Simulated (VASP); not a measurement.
Input of a VASP 6.6.1 run:

File INCAR:

```
SYSTEM = GaSb
PREC     = Accurate       ! precision mode
ENCUT    = 520            ! plane-wave cutoff, eV
EDIFF    = 1E-6           ! SCF threshold, eV
ISMEAR   = 0              ! smearing method
SIGMA    = 0.05           ! smearing width, eV
LREAL    = Auto         
LASPH    = .TRUE.         ! aspherical terms in the spheres
NELM     = 100            ! most SCF steps
ALGO     = Normal         ! electronic algorithm
ISIF     = 2              ! what is computed and relaxed
LWAVE    = .FALSE.        ! write WAVECAR
LCHARG   = .FALSE.        ! write CHGCAR
GGA      = PE             ! functional
NBANDS   = 106            ! bands
KPAR     = 2            
NCORE    = 2
```

Contents of KPOINTS:

```
regular mesh
0
G
  1 1 11
  0 0 0
```

The input POSCAR:

```
GaSb
1.0
   21.0000000000      0.0000000000      0.0000000000
    0.0000000000     21.5000000000      0.0000000000
    0.0000000000      0.0000000000      4.3234283470
Ga Sb
10 10
Direct
    0.7677026347      0.5544725693      0.5000000000
    0.6837849622      0.6977445941      0.0000000000
    0.5296806617      0.7654949718      0.5000000000
    0.3642387842      0.7318257490      0.0000000000
    0.2506434012      0.6096136342      0.5000000000
    0.2322973653      0.4455274307      0.0000000000
    0.3162150378      0.3022554059      0.5000000000
    0.4703193383      0.2345050282      0.0000000000
    0.6357612158      0.2681742510      0.5000000000
    0.7493565988      0.3903863658      0.0000000000
    0.7823433257      0.6227905232      0.0000000000
    0.6545197713      0.7614240921      0.5000000000
    0.4676820857      0.8002092173      0.0000000000
    0.2931901961      0.7243210334      0.5000000000
    0.1976793089      0.5627537415      0.0000000000
    0.2176566743      0.3772094768      0.5000000000
    0.3454802287      0.2385759079      0.0000000000
    0.5323179143      0.1997907827      0.5000000000
    0.7068098039      0.2756789666      0.0000000000
    0.8023206911      0.4372462585      0.5000000000
```

Potentials or basis: VASP PAW PBE potentials, release 64 (Ga_d, Sb).

Run with:

```console
$ cat potpaw_PBE.64/Ga_d/POTCAR potpaw_PBE.64/Sb/POTCAR > POTCAR
$ mpirun -np 4 vasp_std > vasp.out
```

**Question.** Predict the largest force.

**Answer.** 0.041 eV/Å.

**Question.** What does it give for the band gap on the k mesh?

**Answer.** 0.95 eV.

Forces in eV/Å, atoms in the order of the input:
```
Ga  -0.024 -0.003  0.000
Ga  -0.019 -0.017  0.000
Ga  -0.006 -0.022  0.000
Ga   0.009 -0.023  0.000
Ga   0.021 -0.011  0.000
Ga   0.024  0.003  0.000
Ga   0.019  0.017  0.000
Ga   0.006  0.022  0.000
Ga  -0.009  0.023  0.000
Ga  -0.021  0.011  0.000
Sb   0.028  0.006  0.000
Sb   0.009  0.019  0.000
Sb  -0.006  0.028  0.000
Sb  -0.020  0.021  0.000
Sb  -0.038  0.015  0.000
Sb  -0.028 -0.006  0.000
Sb  -0.009 -0.019  0.000
Sb   0.006 -0.028  0.000
Sb   0.020 -0.021  0.000
Sb   0.038 -0.015  0.000
```

Caveat: spin-orbit coupling is left out, which moves the levels of the heavy elements.
